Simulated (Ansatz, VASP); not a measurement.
## Two plane-wave programs on MgS

INCAR

```
PREC = Accurate
ENCUT = 520
EDIFF = 1E-7
ISMEAR = 1
SIGMA = 0.01
LREAL = False
LASPH = True
NELM = 100
ALGO = Normal
ISIF = 2
LWAVE = False
LCHARG = False
GGA = PS
NBANDS = 16
```

File KPOINTS:

```
Automatic mesh
0
Gamma
  5 5 3
```

POSCAR

```
MgS
1.0
    3.9800914237      0.0000000000      0.0000000000
   -1.9900457119      3.4468667787      0.0000000000
    0.0000000000      0.0000000000      6.3453565054
Mg S
2 2
Direct
    0.6666666667      0.3333333333      0.4957500000
    0.3333333333      0.6666666667      0.9957500000
    0.3333333333      0.6666666667      0.3792400000
    0.6666666667      0.3333333333      0.8792400000
```

Input for Ansatz:

```yaml
crystal:
  lattice:
    - [3.9800914237340805, 0.0, 0.0]
    - [-1.9900457118670403, 3.4468667787189404, 0.0]
    - [0.0, 0.0, 6.345356505438056]
  atoms:
    - { symbol: Mg, position: [0.6666666666666666, 0.3333333333333333, 0.49575] }
    - { symbol: Mg, position: [0.3333333333333333, 0.6666666666666666, 0.99575] }
    - { symbol: S, position: [0.3333333333333333, 0.6666666666666666, 0.37924] }
    - { symbol: S, position: [0.6666666666666666, 0.3333333333333333, 0.87924] }
basis:
  ecutwfc: 500.0
kpoints:
  mp_grid:
    grid: [5, 5, 3]
hamiltonian:
  xc: pbesol
scf:
  convergence:
    dr2_threshold: 1.0e-07
  occupations:
    method: methfessel_paxton
    width: 0.01
output:
  stress: true
```

Alike in both runs: task single point; functional PBEsol; k mesh 5 × 5 × 3; occupations methfessel-paxton of order 1, width 0.01 eV; no spin polarisation.

```csv
,VASP,Ansatz
version,VASP 6.6.1,Ansatz 0.2.0
potentials or method,"VASP PAW PBE potentials, release 64 (Mg, S), cutoff 520 eV","plane waves, PAW"
valence electrons in the cell,16,32
```

|  | VASP | Ansatz | Ansatz less VASP |
| --- | --- | --- | --- |
| pressure (GPa) | 2.1 | 2.2 | +0.07 |
| traceless stress, the component that is largest in VASP (GPa) | -0.37 | -0.37 | -0.003 |

VASP's potentials were made for PBE, not for PBEsol. The functional is the same, so the differences come from potentials, cutoffs and numerics. VASP's potentials hold 16 valence electrons a cell and Ansatz's 32, so a difference there can come from the potentials and not from the codes. Ansatz's warnings: stress scf threshold loose, structure snapped to symmetry.
